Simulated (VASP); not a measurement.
# WC (Qusongite) in VASP: a series of runs, part 2 of 2

VASP 6.6.1. The steps go on from the part before.

## 5. Single point, PBE

INCAR

```
SYSTEM = WC
ALGO = Normal
EDIFF = 1E-6
ENCUT = 520
GGA = PE
ISIF = 2
ISMEAR = 0
LASPH = .True.
LCHARG = .True.
LELF = .True.
LREAL = .False.
LVHAR = .True.
LWAVE = .False.
NBANDS = 16
NELM = 60
PREC = Accurate
SIGMA = 0.05
```

KPOINTS

```
k-points
0
Gamma
  10 10 9
  0 0 0
```

POSCAR

```
WC
1.0
    2.9065000000      0.0000000000      0.0000000000
   -1.4532500000      2.5171028361      0.0000000000
    0.0000000000      0.0000000000      2.8366000000
W C
1 1
Direct
    0.0000000000      0.0000000000      0.0000000000
    0.6666666667      0.3333333333      0.5000000000
```

Potentials or basis: VASP PAW PBE potentials, release 64 (W_sv, C).

Started as:

```
cat potpaw_PBE.64/W_sv/POTCAR potpaw_PBE.64/C/POTCAR > POTCAR
mpirun -np 1 vasp_std > vasp.out
```

OUTCAR:

```text
SYSTEM = WC
   EDIFF = 1E-6
   ENCUT = 520
   GGA = PE
   ISIF = 2
   ISMEAR = 0
   LASPH = .True.
   LREAL = .False.
   NELM = 60
   PREC = Accurate

 ion  position               nearest neighbor table
   1  0.000  0.000  0.000-   2 2.20   2 2.20   2 2.20   2 2.20   2 2.20   2 2.20
   2  0.667  0.333  0.500-   1 2.20   1 2.20   1 2.20   1 2.20   1 2.20   1 2.20

  LATTYP: Found a hexagonal cell.
 ALAT       =     2.9065000000
 C/A-ratio  =     0.9759504559

  Lattice vectors:

 A1 = (   2.9065000000,   0.0000000000,   0.0000000000)
 A2 = (  -1.4532500000,   2.5171028361,   0.0000000000)
 A3 = (   0.0000000000,   0.0000000000,   2.8366000000)

Analysis of symmetry for initial positions (statically):
=====================================================================
 Subroutine PRICEL returns:
 Original cell was already a primitive cell.

 Routine SETGRP: Setting up the symmetry group for a
 hexagonal supercell.

 Subroutine GETGRP returns: Found 12 space group operations
 (whereof 12 operations were pure point group operations)
 out of a pool of 24 trial point group operations.

The static configuration has the point symmetry D_3h.

Analysis of symmetry for dynamics (positions and initial velocities):
=====================================================================
 Subroutine PRICEL returns:
 Original cell was already a primitive cell.

 Routine SETGRP: Setting up the symmetry group for a
 hexagonal supercell.

 Subroutine GETGRP returns: Found 12 space group operations
 (whereof 12 operations were pure point group operations)
 out of a pool of 24 trial point group operations.

The dynamic configuration has the point symmetry D_3h.

 Subroutine INISYM returns: Found 12 space group operations
 (whereof 12 operations are pure point group operations),
 and found     1 'primitive' translations

----------------------------------------------------------------------------------------

                                     Primitive cell

[... 105 lines left out ...]
   ISMEAR =     0;   SIGMA  =   0.05  broadening in eV -4-tet -1-fermi 0-gaus
   EFERMI_NEDOS =   21; number of points for ismear=-14 and -15
   IALGO  =     38    algorithm
   IMIX   =      4    mixing-type and parameters
     AMIX     =   0.40;   BMIX     =  1.00
     AMIX_MAG =   1.60;   BMIX_MAG =  1.00
  volume/ion in A,a.u.               =      10.38        70.02
  Fermi-wavevector in a.u.,A,eV,Ry     =   1.561262  2.950358 33.164744  2.437540
  Thomas-Fermi vector in A             =   2.664353
   LORBIT       =      0    0 simple, 1 ext, 2 COOP (PROOUT), +10 PAW based schemes
   GGA     = PE    functional components
   LHFCALC =     F    Hartree Fock is set to
   AEXX    =    0.0000 exact exchange contribution
   IVDW    =     0    specifies the selected vdW correction
   LEPSILON=     F    determine dielectric tensor
   LRPA    =     F    only Hartree local field effects (RPA)
 non-spin polarized calculation
 Gauss-broadening in eV      SIGMA  =   0.05
  energy-cutoff  :      520.00
  volume of cell :       20.75
 maximum number of plane-waves:       580
 NGX is ok and might be reduce to    24
   NGX = 11   NGY = 11   NGZ = 11

 number of electron      18.0000000 magnetization

 Free energy of the ion-electron system (eV)
  ---------------------------------------------------
  ext. energy  EPLUGINS =         0.00000000
  ---------------------------------------------------
  free energy    TOTEN  =       -22.44557576 eV

  energy without entropy =      -22.44502386  energy(sigma->0) =      -22.44529981

 E-fermi :  11.0860     XC(G=0): -13.8001

 val. band max:       10.9902108548   @ k =   0.0000   0.0000   0.3333
 cond. band min:      11.0931315775   @ k =   0.1000   0.0000   0.3333
 fundamental gap:      0.1029207227
 Fermi energy:        11.0860467457

 k-point     1 :       0.0000    0.0000    0.0000
  band No.  band energies     occupation
      1     -62.9207      2.00000
      2     -26.9049      2.00000
      3     -26.7983      2.00000
      4     -26.7983      2.00000
      5      -3.3753      2.00000
      6       6.7668      2.00000
[... 433 lines left out ...]
      3     -27.0246      2.00000
      4     -26.8767      2.00000
      5       0.0598      2.00000
      6       4.1816      2.00000
[... 8 lines left out ...]
     15      24.4778      0.00000
     16      28.5261      0.00000

 [... further k-points ...]
[... 5 lines left out ...]
  --------------------------------------------------------------------------------------
  -------------------------------------------------------------------------------------
  Total        0.8998799      0.8998799      0.8151651      0.0000000     -0.0000000      0.0000000
  in kB       69.4745506     69.4745506     62.9342119      0.0000000     -0.0000000      0.0000000
  external PRESSURE =      67.2944377 kB  Pullay stress =       0.0000000 kB

 VOLUME and BASIS-vectors are now :
 -----------------------------------------------------------------------------
  energy-cutoff  :      520.00
  volume of cell :       20.75
      direct lattice vectors                 reciprocal lattice vectors
     2.906500000  0.000000000  0.000000000     0.344056425  0.198641070  0.000000000
    -1.453250000  2.517102836  0.000000000     0.000000000  0.397282139  0.000000000
     0.000000000  0.000000000  2.836600000     0.000000000  0.000000000  0.352534725

 POSITION                                       TOTAL-FORCE (eV/Angst)
 -----------------------------------------------------------------------------------
      0.00000      0.00000      0.00000         0.000000     -0.000000      0.000000
      1.45325      0.83903      1.41830        -0.000000      0.000000      0.000000
 -----------------------------------------------------------------------------------
    total drift:                                0.000000     -0.000000      0.000000

  FREE ENERGIE OF THE ION-ELECTRON SYSTEM (eV)
  ---------------------------------------------------
  free  energy   TOTEN  =       -22.4455757603 eV

  energy  without entropy=      -22.4450238579  energy(sigma->0) =      -22.44529981
```

It took 21 s on 1 thread of Intel Xeon Platinum 8488C (Sapphire Rapids), shared host; peak memory 0.15 GiB.

What came out:

```
Free energy            : -22.4456 eV
Pressure               : 6.7 GPa
Band gap on the k mesh : zero (band 9 reaches 11.73 eV, above the bottom of band 10 at 10.54 eV)
```

Levels at points of the mesh, in eV from the Fermi level:
| k point | band 6 | band 7 | band 8 | band 9 | band 10 | band 11 | band 12 | band 13 |
| --- | --- | --- | --- | --- | --- | --- | --- | --- |
| (0.00, 0.00, 0.00) | -4.32 | -3.34 | -3.34 | 0.07 | 3.23 | 3.23 | 5.61 | 5.61 |
| (0.50, 0.00, 0.00) | -7.04 | -3.63 | -3.58 | -0.48 | 2.34 | 4.53 | 4.88 | 6.85 |

Caveat: spin-orbit coupling is left out, which moves the levels of the heavy elements.

## 6. Summary

```tsv
level	potentials or basis	cell	k mesh	smearing	gap on the mesh (eV)	pressure (GPa)
revPBE+D3(BJ)	VASP PAW PBE potentials, release 64 (W_sv, C)	a = 2.906, b = 2.907, c = 2.837 Å, angles 90.0, 90.0, 120.0°, 2 atoms	8 × 8 × 7	gaussian 0.1 eV	none	-4.1
LDA	VASP PAW LDA potentials, release 64 (W_sv, C)	a = 2.945, b = 2.945, c = 2.874 Å, angles 90.0, 90.0, 120.0°, 2 atoms	10 × 10 × 9	fermi-dirac 0.05 eV	none	-21.5
LDA	VASP PAW LDA potentials, release 64 (W_sv, C)	a = 2.964, b = 2.964, c = 2.892 Å, angles 90.0, 90.0, 120.0°, 2 atoms	10 × 10 × 9	fermi-dirac 0.05 eV	none	-27.5
PBE	VASP PAW PBE potentials, release 64 (W_sv, C)	a = 2.906, b = 2.907, c = 2.837 Å, angles 90.0, 90.0, 120.0°, 2 atoms	10 × 10 × 9	gaussian 0.05 eV	none	6.7
```

Alike in all rows: task single point; no spin polarisation; cutoff (eV) 520.

Caveats: spin-orbit coupling is left out, which moves the levels of the heavy elements; the PAW data sets were made with another functional, which shifts forces and pressure a little (some runs); pairwise dispersion overbinds metals, which lowers pressure and volume (some runs).

Absolute energies hang on the potentials; compare differences alone.
